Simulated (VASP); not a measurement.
Input of a VASP 6.6.1 run:

INCAR

```
PREC = Accurate
ENCUT = 520
EDIFF = 1E-6
ISMEAR = 0
SIGMA = 0.1
LREAL = F
LASPH = T
NELM = 60
ALGO = Normal
ISIF = 2
LWAVE = F
LCHARG = F
LDIPOL = T
IDIPOL = 3
DIPOL = 0.5 0.5 0.500
GGA = PE
IVDW = 12
NBANDS = 21
```

KPOINTS

```
Automatic mesh
0
Gamma
  6 6 1
```

File POSCAR:

```
Sn
1.0
    4.7178164441      0.0000000000      0.0000000000
   -2.3589082220      4.0857488910      0.0000000000
    0.0000000000      0.0000000000     28.0000000000
Sn
2
Direct
    0.3333333333      0.6666666667      0.5099285714
    0.6666666667      0.3333333333      0.4900714286
```

Potentials or basis: VASP PAW PBE potentials, release 64 (Sn_d).

Run with:

```console
$ cat potpaw_PBE.64/Sn_d/POTCAR > POTCAR
$ mpirun -np 1 vasp_std > vasp.out
```

Q: Estimate the largest force.

A: 0.456 eV/Å.

Q: Estimate the band gap on the k mesh.

A: Zero (bands 14 and 15 overlap by 0.75 eV).

Q: Predict the dispersion energy per atom.

A: -0.154 eV.

Forces on the atoms (eV/Å):
```
Sn   0.000  0.000  0.456
Sn   0.000  0.000 -0.456
```

Caveat: spin-orbit coupling is left out, which moves the levels of the heavy elements.
